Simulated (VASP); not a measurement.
# SbAu3S3 (Amm2) in VASP: relaxation of cell and atoms with PBE

Aim: the relaxation of cell and atoms of SbAu3S3 with PBE.

Everything below comes from runs of VASP 6.6.1. Logs are shortened: lines on timing, memory, paths and dates and some standing lists are left out, and cuts for length are marked.

## 1. The cell of the first run

The structure is orthorhombic, space group Amm2 (No. 38). The conventional cell has a = 5.374 Å, b = 6.839 Å, c = 8.716 Å, α = 90.00°, β = 90.00°, γ = 90.00°. Sb (site symmetry mm2) has 6 Au at 2.75 to 3.43 Å and 2 S at 2.81 Å within 3.6 Å. Within 2.7 Å of S (site symmetry m) lie 1 S at 2.05 Å and 2 Au at 2.69 Å. Within 2.7 Å of S (site symmetry mm2) lie 2 S at 2.05 Å. Au (site symmetry mm2) has 4 Au at 2.76 to 2.80 Å and 2 Sb at 3.43 Å within 3.6 Å. Au (site symmetry m) has 4 S at 2.69 to 3.49 Å and 2 Sb at 2.75 to 2.80 Å and 3 Au at 2.76 to 3.12 Å within 3.6 Å.

## 2. Relaxation of cell and atoms, PBE

Contents of INCAR:

```
PREC = Accurate
ENCUT = 600
EDIFF = 1E-7
ISMEAR = 0
SIGMA = 0.1
LREAL = False
LASPH = True
NELM = 60
ALGO = Normal
ISIF = 3
LWAVE = False
LCHARG = False
GGA = PE
IBRION = 2
NSW = 100
EDIFFG = -0.01
LUSENCCL = False
```

Contents of KPOINTS:

```
regular mesh
0
Gamma
  6 6 6
```

Contents of POSCAR:

```
SbAu3S3
1.0
    5.3742753295      0.0000000000      0.0000000000
    0.0000000000      3.4194398649      4.3579252707
    0.0000000000     -3.4194398649      4.3579252707
Sb S Au
1 3 3
Direct
    0.0000000000      0.8808393551      0.8808393551
    0.5000000000      0.9147699940      0.4087178374
    0.5000000000      0.4087178374      0.9147699940
    0.5000000000      0.7872418100      0.7872418100
    0.0000000000      0.4142046470      0.4142046470
    0.0000000000      0.9196236145      0.3757122720
    0.0000000000      0.3757122720      0.9196236145
```

Potentials or basis: VASP PAW PBE potentials, release 64 (Sb, S, Au).

The run is started by

```bash
> cat potpaw_PBE.64/Sb/POTCAR potpaw_PBE.64/S/POTCAR potpaw_PBE.64/Au/POTCAR > POTCAR
> mpirun -np 1 vasp_std > vasp.out
```

OUTCAR:

```text
PREC = Accurate
   ENCUT = 600
   EDIFF = 1E-7
   ISMEAR = 0
   LREAL = False
   LASPH = True
   NELM = 60
   ISIF = 3
   GGA = PE
   IBRION = 2
   NSW = 100
   EDIFFG = -0.01

 ion  position               nearest neighbor table
   1  0.000  0.881  0.881-   6 2.75   7 2.75   6 2.80   7 2.80   4 2.81   4 2.81   5 3.43   5 3.43

   2  0.500  0.915  0.409-   4 2.05   6 2.69   6 2.69
   3  0.500  0.409  0.915-   4 2.05   7 2.69   7 2.69
   4  0.500  0.787  0.787-   2 2.05   3 2.05   1 2.81   1 2.81
   5  0.000  0.414  0.414-   6 2.76   7 2.76   6 2.80   7 2.80   1 3.43   1 3.43
   6  0.000  0.920  0.376-   2 2.69   2 2.69   1 2.75   5 2.76   5 2.80   1 2.80   7 3.12
   7  0.000  0.376  0.920-   3 2.69   3 2.69   1 2.75   5 2.76   5 2.80   1 2.80   6 3.12

  LATTYP: Found a base centered orthorhombic cell.
 ALAT       =     6.8388797298
 B/A-ratio  =     1.2744558884
 C/A-ratio  =     0.7858414743

  Lattice vectors:

 A1 = (   0.0000000000,   3.4194398649,  -4.3579252707)
 A2 = (   0.0000000000,   3.4194398649,   4.3579252707)
 A3 = (   5.3742753295,   0.0000000000,   0.0000000000)

Analysis of symmetry for initial positions (statically):
=====================================================================
 Subroutine PRICEL returns:
 Original cell was already a primitive cell.

 Routine SETGRP: Setting up the symmetry group for a
 base centered orthorhombic supercell.

 Subroutine GETGRP returns: Found  4 space group operations
 (whereof  4 operations were pure point group operations)
 out of a pool of  8 trial point group operations.

The static configuration has the point symmetry C_2v.

Analysis of symmetry for dynamics (positions and initial velocities):
=====================================================================
 Subroutine PRICEL returns:
 Original cell was already a primitive cell.

 Routine SETGRP: Setting up the symmetry group for a
 base centered orthorhombic supercell.

 Subroutine GETGRP returns: Found  4 space group operations
 (whereof  4 operations were pure point group operations)
 out of a pool of  8 trial point group operations.

The dynamic configuration has the point symmetry C_2v.

 Subroutine INISYM returns: Found  4 space group operations
 (whereof  4 operations are pure point group operations),
 and found     1 'primitive' translations

----------------------------------------------------------------------------------------
[... 125 lines left out ...]
  Fermi-wavevector in a.u.,A,eV,Ry     =   1.153301  2.179423 18.097149  1.330103
  Thomas-Fermi vector in A             =   2.289946
   LORBIT       =      0    0 simple, 1 ext, 2 COOP (PROOUT), +10 PAW based schemes
   GGA     = PE    functional components
   LHFCALC =     F    Hartree Fock is set to
   AEXX    =    0.0000 exact exchange contribution
   IVDW    =     0    specifies the selected vdW correction
   LEPSILON=     F    determine dielectric tensor
   LRPA    =     F    only Hartree local field effects (RPA)
 conjugate gradient relaxation of ions
 non-spin polarized calculation
 Gauss-broadening in eV      SIGMA  =   0.10
  energy-cutoff  :      600.00
  volume of cell :      160.17
 maximum number of plane-waves:      5380
 NGX is ok and might be reduce to    48
   NGX = 21   NGY = 23   NGZ = 23

--------------------------------------- Ionic step        1  -------------------------------------------

 number of electron      55.9999997 magnetization

 Free energy of the ion-electron system (eV)
  ---------------------------------------------------
  ext. energy  EPLUGINS =         0.00000000
  ---------------------------------------------------
  free energy    TOTEN  =       -24.88767314 eV

  energy without entropy =      -24.87488178  energy(sigma->0) =      -24.88127746

------------------------ aborting loop because EDIFF is reached ----------------------------------------

  FORCE on cell =-STRESS in cart. coord.  units (eV):
  Direction    XX          YY          ZZ          XY          YZ          ZX
  --------------------------------------------------------------------------------------
  -------------------------------------------------------------------------------------
  Total        1.0127698      0.2877256     -0.1712994      0.0000000      0.0000000      0.0000000
  in kB       10.1306349      2.8780907     -1.7134912      0.0000000      0.0000000      0.0000000
  external PRESSURE =       3.7650781 kB  Pullay stress =       0.0000000 kB
[... 104 lines left out ...]
  FREE ENERGIE OF THE ION-ELECTRON SYSTEM (eV)
  ---------------------------------------------------
  free  energy   TOTEN  =       -24.9130800344 eV

  energy  without entropy=      -24.9028266024  energy(sigma->0) =      -24.90795332

[... ionic steps 4 to 28 ...]

--------------------------------------- Ionic step       29  -------------------------------------------

 number of electron      56.0000000 magnetization

------------------------ aborting loop because EDIFF is reached ----------------------------------------
[... 77 lines left out ...]
--------------------------------------- Ionic step       31  -------------------------------------------

 number of electron      56.0000000 magnetization

 Free energy of the ion-electron system (eV)
  ---------------------------------------------------
  ext. energy  EPLUGINS =         0.00000000
  ---------------------------------------------------
  free energy    TOTEN  =       -24.95888114 eV

  energy without entropy =      -24.95289796  energy(sigma->0) =      -24.95588955

 E-fermi :   5.5504     XC(G=0):  -9.9048

 val. band max:        5.5378337209   @ k =   0.5000   0.1667   0.1667
 cond. band min:       5.6288866454   @ k =   0.5000   0.5000   0.1667
 fundamental gap:      0.0910529245
 Fermi energy:         5.5503600847

 k-point     1 :       0.0000    0.0000    0.0000
  band No.  band energies     occupation
      1     -11.4255      2.00000
      2      -8.0689      2.00000
      3      -5.5275      2.00000
      4      -4.7670      2.00000
      5      -1.3618      2.00000
      6      -1.0923      2.00000
[... 853 lines left out ...]
     32       8.1523      0.00000
     33       8.5558      0.00000

 [... further k-points ...]

------------------------ aborting loop because EDIFF is reached ----------------------------------------

  FORCE on cell =-STRESS in cart. coord.  units (eV):
  Direction    XX          YY          ZZ          XY          YZ          ZX
  --------------------------------------------------------------------------------------
  -------------------------------------------------------------------------------------
  Total        0.0170559     -0.0013171      0.0086983      0.0000000      0.0000000      0.0000000
  in kB        0.1687683     -0.0130326      0.0860703      0.0000000      0.0000000      0.0000000
  external PRESSURE =       0.0806020 kB  Pullay stress =       0.0000000 kB
[... 22 lines left out ...]
  FREE ENERGIE OF THE ION-ELECTRON SYSTEM (eV)
  ---------------------------------------------------
  free  energy   TOTEN  =       -24.9588811366 eV

  energy  without entropy=      -24.9528979552  energy(sigma->0) =      -24.95588955

 reached required accuracy - stopping structural energy minimisation
```

It took 36 min on 1 × NVIDIA H100 80GB with 1 thread of AMD EPYC 7R13 (Zen 3), shared host; peak memory 1.5 GiB.

Results:

```yaml
Free_energy: -24.9589 eV
Relaxed_volume: 23.13 Å³/atom
Relaxed_cell: a = 5.432 Å, b = 5.487 Å, c = 5.487 Å, α = 81.85°, β = 90.00°, γ = 90.00°
Space_group_after_relaxing_to_0.05_Å: Amm2 (No. 38)
Energy_gained_by_relaxing: 10.2 meV/atom
Ionic_steps: 31
Pressure_after_relaxing: 0.0 GPa
Largest_force_after_relaxing: 0.005 eV/Å
Band_gap_on_the_k_mesh: zero (band 28 reaches 6.26 eV, above the bottom of band 29 at 4.51 eV)
```

Forces in eV/Å, atoms in the order of the input:
```
Sb   0.000  0.000  0.005
S    0.000 -0.003 -0.001
S    0.000  0.003 -0.001
S    0.000  0.000 -0.004
Au   0.000  0.000  0.004
Au   0.000 -0.002 -0.001
Au   0.000  0.002 -0.001
```

The path:
```tsv
step	energy change (eV)	largest force (eV/Å)	pressure (GPa)	volume (Å³)
1	0.0000	0.2731	0.38	160.17
2	-0.0170	0.2054	0.06	161.42
3	-0.0254	0.3663	-0.33	163.21
4	-0.0389	0.2241	-0.37	163.08
5	-0.0574	0.2056	-0.44	162.66
6	-0.0603	0.2028	0.85	160.30
7	-0.0629	0.1074	0.31	161.26
8	-0.0669	0.0450	0.07	161.62
9	-0.0670	0.0561	0.05	161.65
10	-0.0681	0.0242	-0.07	161.96
11	-0.0683	0.0303	-0.14	162.12
12	-0.0684	0.0699	0.16	161.55
13	-0.0686	0.0402	0.04	161.77
14	-0.0690	0.0320	0.06	161.60
15	-0.0691	0.0449	0.09	161.47
16	-0.0695	0.0446	0.01	161.66
17	-0.0700	0.0520	-0.18	162.20
18	-0.0702	0.0388	-0.16	162.18
19	-0.0705	0.0482	-0.08	162.14
20	-0.0706	0.0529	-0.04	162.12
21	-0.0707	0.0460	-0.03	162.06
22	-0.0709	0.0283	0.02	161.92
23	-0.0709	0.0320	0.11	161.64
24	-0.0710	0.0175	0.06	161.81
25	-0.0710	0.0202	0.00	161.90
26	-0.0710	0.0275	-0.02	161.94
27	-0.0711	0.0216	-0.03	161.96
28	-0.0711	0.0174	-0.04	162.04
29	-0.0712	0.0123	0.02	161.92
30	-0.0712	0.0135	0.03	161.91
31	-0.0712	0.0053	0.01	161.92
```

Final structure:
```cif
data_structure
_symmetry_space_group_name_H-M 'P 1'
_symmetry_Int_Tables_number 1
_cell_length_a 5.4324
_cell_length_b 5.4872
_cell_length_c 5.4872
_cell_angle_alpha 81.854
_cell_angle_beta 90.000
_cell_angle_gamma 90.000
_cell_volume 161.92
loop_
_atom_site_label
_atom_site_type_symbol
_atom_site_fract_x
_atom_site_fract_y
_atom_site_fract_z
_atom_site_occupancy
Sb1 Sb 0.00000 0.87022 0.87022 1
S1 S 0.50000 0.90632 0.42561 1
S2 S 0.50000 0.42561 0.90632 1
S3 S 0.50000 0.79723 0.79723 1
Au1 Au 0.00000 0.41649 0.41649 1
Au2 Au 0.00000 0.92301 0.36221 1
Au3 Au 0.00000 0.36221 0.92301 1
```

Caveat: spin-orbit coupling is left out, which moves the levels of the heavy elements.
